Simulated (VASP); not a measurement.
Here is a VASP 6.6.1 calculation.

INCAR

```
SYSTEM = Ga3As3CO
ALGO     = Normal         ! electronic algorithm
DIPOL    = 0.5 0.5 0.320
EDIFF    = 1E-6           ! SCF threshold, eV
ENCUT    = 520            ! plane-wave cutoff, eV
GGA      = PE             ! functional
GGA_COMPAT= .FALSE.      
IDIPOL   = 3            
ISIF     = 2              ! what is computed and relaxed
ISMEAR   = 0              ! smearing method
IVDW     = 12             ! dispersion correction
LASPH    = .TRUE.         ! aspherical terms in the spheres
LCHARG   = .TRUE.         ! write CHGCAR
LDIPOL   = .TRUE.       
LELF     = .TRUE.         ! ELF
LREAL    = .FALSE.        ! projectors in reciprocal space
LVACPOTAV= .TRUE.       
LVHAR    = .TRUE.       
LWAVE    = .FALSE.        ! write WAVECAR
NBANDS   = 57             ! bands
NELM     = 120            ! most SCF steps
NELMDL   = -8           
PREC     = Accurate       ! precision mode
SIGMA    = 0.05           ! smearing width, eV
```

Contents of KPOINTS:

```
k-points
0
G
  7 5 1
  0 0 0
```

Contents of POSCAR:

```
Ga3As3CO
1.0
    4.0137031111      0.0000000000      0.0000000000
    0.0000000000      5.6762333751      0.0000000000
    0.0000000000      0.0000000000     23.3352699083
Ga As O C
3 3 1 1
Direct
    0.5000000000      0.5000000000      0.1714143447
    0.0000000000      0.0653835255      0.2680035048
    0.5000000000      0.4894639609      0.3228546357
    0.0000000000      0.2500000000      0.1714143447
    0.5000000000      0.8102208698      0.2504948966
    0.0000000000      0.2887573198      0.3593388866
    0.0000000000      1.1220906532      0.4836142866
    0.0000000000      1.1220906532      0.5328959107
```

Potentials or basis: VASP PAW PBE potentials, release 64 (Ga_d, As_d, O, C).

The run is started by

```console
$ cat potpaw_PBE.64/Ga_d/POTCAR potpaw_PBE.64/As_d/POTCAR potpaw_PBE.64/O/POTCAR potpaw_PBE.64/C/POTCAR > POTCAR
$ mpirun -np 1 vasp_std > vasp.out
```

What does it give for the band gap on the k mesh?

0.40 eV (least direct gap 0.76 eV).

Predict the dispersion energy per atom.

-0.159 eV.

Forces in eV/Å, atoms in the order of the input:
```
Ga   0.000 -0.331  1.027
Ga   0.000  0.011 -0.005
Ga   0.000 -0.007 -0.040
As   0.000  0.336 -1.061
As   0.000  0.021 -0.002
As   0.000  0.092 -0.248
O    0.000 -0.148  0.992
C    0.000  0.026 -0.663
```
